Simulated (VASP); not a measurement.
# Co (P6_3/mmc) in VASP: a series of runs, part 2 of 2

VASP 6.6.1. Earlier steps stand in the parts before.

## Step 3: Single point, revPBE, collinear spin, ferromagnetic start

This run uses another cell than the first one, of 11.91 Å³/atom.

INCAR

```
PREC = Accurate ; ENCUT = 520
EDIFF = 1E-6 ; ISMEAR = -1
SIGMA = 0.3 ; LREAL = F
LASPH = T ; NELM = 150
ALGO = Normal ; ISIF = 2
LWAVE = F ; LCHARG = F
ISPIN = 2 ; MAGMOM = 3.2 3.2
LORBIT = 11 ; LMAXMIX = 4
GGA = RE ; NBANDS = 20
```

KPOINTS

```
regular mesh
0
Gamma
  13 13 7
```

POSCAR

```
Co
1.0
    2.5685800767      0.0000000000      0.0000000000
   -1.2842900384      2.2244554983      0.0000000000
    0.0000000000      0.0000000000      4.1692047756
Co
2
Direct
    0.3333333333      0.6666666667      0.2500000000
    0.6666666667      0.3333333333      0.7500000000
```

Potentials or basis: VASP PAW PBE potentials, release 64 (Co).

The run is started by

```
> cat potpaw_PBE.64/Co/POTCAR > POTCAR
> mpirun -np 1 vasp_std > vasp.out
```

OUTCAR:

```text
PREC = Accurate
   ENCUT = 520
   EDIFF = 1E-6
   ISMEAR = -1
   LREAL = F
   LASPH = T
   NELM = 150
   ISIF = 2
   ISPIN = 2
   LORBIT = 11
   GGA = RE

 ion  position               nearest neighbor table
   1  0.333  0.667  0.250-   2 2.56   2 2.56   2 2.56   2 2.56   2 2.56   2 2.56
   2  0.667  0.333  0.750-   1 2.56   1 2.56   1 2.56   1 2.56   1 2.56   1 2.56

  LATTYP: Found a hexagonal cell.
 ALAT       =     2.5685800767
 C/A-ratio  =     1.6231554599

  Lattice vectors:

 A1 = (   2.5685800767,   0.0000000000,   0.0000000000)
[... 1321 lines left out ...]
  external PRESSURE =    -100.4899749 kB  Pullay stress =       0.0000000 kB

 VOLUME and BASIS-vectors are now :
 -----------------------------------------------------------------------------
  energy-cutoff  :      520.00
  volume of cell :       23.82
      direct lattice vectors                 reciprocal lattice vectors
     2.568580077  0.000000000  0.000000000     0.389320157  0.224774108  0.000000000
    -1.284290038  2.224455498  0.000000000     0.000000000  0.449548216  0.000000000
     0.000000000  0.000000000  4.169204776     0.000000000  0.000000000  0.239853894

 POSITION                                       TOTAL-FORCE (eV/Angst)
 -----------------------------------------------------------------------------------
     -0.00000      1.48297      1.04230         0.000000      0.000000      0.000000
      1.28429      0.74149      3.12690        -0.000000     -0.000000      0.000000
 -----------------------------------------------------------------------------------
    total drift:                               -0.000000      0.000000     -0.000000

  FREE ENERGIE OF THE ION-ELECTRON SYSTEM (eV)
  ---------------------------------------------------
  free  energy   TOTEN  =       -13.5468544780 eV

  energy  without entropy=      -12.6871340390  energy(sigma->0) =      -13.11699426

 total charge

# of ion       s       p       d       tot
------------------------------------------
    1        0.454   0.447   7.208   8.109
    2        0.454   0.447   7.208   8.109
--------------------------------------------------
tot          0.908   0.893  14.416  16.217

 magnetization (x)

# of ion       s       p       d       tot
------------------------------------------
    1       -0.012  -0.043   1.654   1.599
    2       -0.012  -0.043   1.654   1.599
--------------------------------------------------
tot         -0.023  -0.086   3.308   3.199
```

OSZICAR:

```text
N       E                     dE             d eps       ncg     rms          rms(c)
DAV:   1     0.877979777222E+02    0.87798E+02   -0.81918E+03  7000   0.119E+03
DAV:   2    -0.103749762668E+02   -0.98173E+02   -0.88820E+02  6824   0.216E+02
DAV:   3    -0.148285851676E+02   -0.44536E+01   -0.42963E+01  7732   0.562E+01
DAV:   4    -0.148939883553E+02   -0.65403E-01   -0.65360E-01  8276   0.600E+00
DAV:   5    -0.148958765978E+02   -0.18882E-02   -0.18881E-02  7728   0.962E-01    0.149E+01
DAV:   6    -0.140109357651E+02    0.88494E+00   -0.79355E+00  7508   0.553E+01    0.732E+00
DAV:   7    -0.135750690370E+02    0.43587E+00   -0.13695E+00  7488   0.215E+01    0.337E+00
DAV:   8    -0.135574800814E+02    0.17589E-01   -0.19014E-02  9348   0.173E+00    0.138E+00
DAV:   9    -0.135481054324E+02    0.93746E-02   -0.25780E-03 10344   0.752E-01    0.449E-01
DAV:  10    -0.135468454386E+02    0.12600E-02   -0.54771E-04  8496   0.224E-01    0.901E-02
DAV:  11    -0.135468538417E+02   -0.84030E-05   -0.43682E-05  8220   0.711E-02    0.289E-02
DAV:  12    -0.135468544780E+02   -0.63630E-06   -0.46635E-06  7284   0.171E-02
   1 F= -.13546854E+02 E0= -.13116994E+02  d E =-.859720E+00  mag=     3.1367
```

stdout:

```text
POSCAR found type information on POSCAR Co
 POSCAR found :  1 types and       2 ions
 scaLAPACK will be used
 -----------------------------------------------------------------------------
|                                                                             |
|                                                                             |
|     You enforced a specific xc type in the INCAR file but a different       |
|     I HOPE YOU KNOW WHAT YOU ARE DOING!                                     |
|                                                                             |
 -----------------------------------------------------------------------------

 LDA part: xc-table for (Slater+PW92), standard interpolation
 POSCAR, INCAR and KPOINTS ok, starting setup
 FFT: planning ... GRIDC
 FFT: planning ... GRID_SOFT
 FFT: planning ... GRID
 WAVECAR not read
 entering main loop
```

Wall time 35 s (1 thread of AMD EPYC 9R45 (Zen 5), shared host); peak memory 0.15 GiB.

Results:

| Item | Value |
| --- | --- |
| Free energy | -13.5469 eV |
| Pressure | -10.0 GPa |
| Net moment | 3.14 μB per cell |
| Site moments | Co +1.60 μB |
| Valence electrons inside the program's atomic spheres | Co 8.11 |

Stress tensor (GPa, compression positive):
```
-10.26   0.00   0.00
  0.00 -10.26   0.00
  0.00   0.00  -9.63
```

Levels at points of the mesh, in eV from the Fermi level:
Spin up:
```csv
k point,band 8,band 9,band 10,band 11,band 12,band 13,band 14,band 15
"(0.00, 0.00, 0.00)",-1.91,-1.91,-0.97,-0.97,-0.12,5.50,21.12,22.93
```
Spin down:
```
           k point  band 3  band 4  band 5  band 6  band 7  band 8  band 9  band 10  band 11  band 12
(0.00, 0.00, 0.00)   -0.93   -0.88   -0.88   -0.57   -0.57   -0.21   -0.17    -0.17     0.88     0.88
```

Caveat: the cell stands under tension; so wide a smearing shifts energies and pressures; the PAW data sets were made with another functional, which shifts forces and pressure a little.

## Step 4: Single point, revPBE, collinear spin, ferromagnetic start

This run uses another cell than the first one, of 12.19 Å³/atom.

INCAR

```
SYSTEM = Co
  PREC = Accurate
  ENCUT = 520
  EDIFF = 1E-6
  ISMEAR = -1
  SIGMA = 0.3
  LREAL = .False.
  LASPH = .True.
  NELM = 150
  ALGO = Normal
  ISIF = 2
  LWAVE = .False.
  LCHARG = .False.
  ISPIN = 2
  MAGMOM = 3.2 3.2
  LORBIT = 11
  LMAXMIX = 4
  GGA = RE
  NBANDS = 20
```

KPOINTS

```
Automatic mesh
0
Gamma
  13 13 7
  0 0 0
```

POSCAR

```
Co
1.0
    2.5883391615      0.0000000000      0.0000000000
   -1.2941695807      2.2415673669      0.0000000000
    0.0000000000      0.0000000000      4.2012768419
Co
2
Direct
    0.3333333333      0.6666666667      0.2500000000
    0.6666666667      0.3333333333      0.7500000000
```

The run is started by

```
> cat potpaw_PBE.64/Co/POTCAR > POTCAR
> mpirun -np 1 vasp_std > vasp.out
```

Wall time 35 s (1 thread of AMD EPYC 9R45 (Zen 5), shared host); peak memory 0.15 GiB.

The run converged. Its results:

```
Free energy                                           : -13.5077 eV
Pressure                                              : -12.7 GPa
Net moment                                            : 3.20 μB per cell
Site moments                                          : Co +1.63 μB
Valence electrons inside the program's atomic spheres : Co 8.07
```

Stress tensor (GPa, compression positive):
```
-12.94   0.00   0.00
  0.00 -12.94   0.00
  0.00   0.00 -12.25
```

Levels at points of the mesh, in eV from the Fermi level:
Spin up:
```
           k point  band 7  band 8  band 9  band 10  band 11  band 12  band 13  band 14  band 15  band 16
(0.00, 0.00, 0.00)   -2.21   -1.93   -1.93    -1.02    -1.02    -0.11     5.31    20.92    22.53    22.53
```
Spin down:
| k point | band 4 | band 5 | band 6 | band 7 | band 8 | band 9 | band 10 | band 11 |
| --- | --- | --- | --- | --- | --- | --- | --- | --- |
| (0.00, 0.00, 0.00) | -0.83 | -0.83 | -0.53 | -0.53 | -0.21 | -0.15 | -0.15 | 0.87 |

Caveat: the cell stands under tension; so wide a smearing shifts energies and pressures; the PAW data sets were made with another functional, which shifts forces and pressure a little.

## Step 5: Summary

| cell | gap on the mesh (eV) | pressure (GPa) | moment (μB) |
| --- | --- | --- | --- |
| a = 2.549, b = 2.549, c = 4.137 Å, angles 90.0, 90.0, 120.0°, 2 atoms | none | -6.8 | 3.07 |
| a = 2.569, b = 2.569, c = 4.169 Å, angles 90.0, 90.0, 120.0°, 2 atoms | none | -10.0 | 3.14 |
| a = 2.588, b = 2.588, c = 4.201 Å, angles 90.0, 90.0, 120.0°, 2 atoms | none | -12.7 | 3.20 |

Alike in all rows: task single point; level revPBE; potentials or basis VASP PAW PBE potentials, release 64 (Co); spin collinear, ferromagnetic start; k mesh 13 × 13 × 7; cutoff (eV) 520; smearing fermi-dirac 0.3 eV.

Caveats: the cell stands under tension; so wide a smearing shifts energies and pressures; the PAW data sets were made with another functional, which shifts forces and pressure a little.

Absolute energies hang on the potentials; compare differences alone.
